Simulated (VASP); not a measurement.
Write the native input for VASP 6.6.1 that does the following.

```yaml
Task: single point
Functional: HSE06
Potentials_or_basis: VASP PAW PBE potentials, release 64 (Ga_d, Sb)
Cutoff: 520 eV
k_mesh: 4 × 4 × 4
Occupations: fermi-dirac, width 0.1 eV
Spin: no spin polarisation
Dipole_correction: no
Grid_for_exact_exchange_PRECFOCK: Normal
Further_INCAR_settings: ALGO = Normal; EDIFF = 1e-06; NBANDS = 16
Share_of_exact_exchange: 0.25
Screening_parameter: 0.2079 1/Å
```

GaSb (zinc blende type):

```
Ga Sb
1.0
     0.00000    3.05728    3.05728
     3.05728    0.00000    3.05728
     3.05728    3.05728    0.00000
Ga Sb
1 1
Cartesian
  0.0000 0.0000 0.0000
  1.5286 1.5286 1.5286
```

These files were run (other wordings do the same):

POSCAR

```
GaSb
1.0
    0.0000000000      3.0572779504      3.0572779504
    3.0572779504      0.0000000000      3.0572779504
    3.0572779504      3.0572779504      0.0000000000
Ga Sb
1 1
Direct
    0.0000000000      0.0000000000      0.0000000000
    0.2500000000      0.2500000000      0.2500000000
```

INCAR.step1

```
SYSTEM = GaSb
  PREC = Accurate
  ENCUT = 520
  EDIFF = 1E-5
  ISMEAR = -1
  SIGMA = 0.1
  LREAL = .FALSE.
  LASPH = .TRUE.
  NELM = 60
  ALGO = Normal
  ISIF = 2
  LWAVE = .TRUE.
  LCHARG = .FALSE.
  GGA = PE
  NBANDS = 16
```

INCAR.step2

```
SYSTEM = GaSb
  PREC = Accurate
  ENCUT = 520
  EDIFF = 1E-6
  ISMEAR = -1
  SIGMA = 0.1
  LREAL = .FALSE.
  LASPH = .TRUE.
  NELM = 60
  ALGO = Normal
  ISIF = 2
  LWAVE = .FALSE.
  LCHARG = .FALSE.
  GGA = PE
  LHFCALC = .TRUE.
  HFSCREEN = 0.2079
  PRECFOCK = Normal
  ISTART = 1
  NBANDS = 16
```

KPOINTS

```
regular mesh
0
G
  4 4 4
  0 0 0
```

Potentials or basis: VASP PAW PBE potentials, release 64 (Ga_d, Sb).

The run is started by

```sh
$ cat potpaw_PBE.64/Ga_d/POTCAR potpaw_PBE.64/Sb/POTCAR > POTCAR
$ cp INCAR.step1 INCAR
$ mpirun -np 1 vasp_std > vasp.out
$ cp INCAR.step2 INCAR
$ mpirun -np 1 vasp_std > vasp.out
```

Results of the run:

```
Pressure               : 0.4 GPa
Band gap on the k mesh : 0.91 eV
```

Caveat: the k points lie up to 0.44 Å⁻¹ apart; the PAW data sets were made with another functional, which shifts forces and pressure a little; spin-orbit coupling is left out, which moves the levels of the heavy elements.

Run time: 31 min on 1 thread of Intel Xeon 8259CL, on a shared host, peak memory 0.3 GiB.
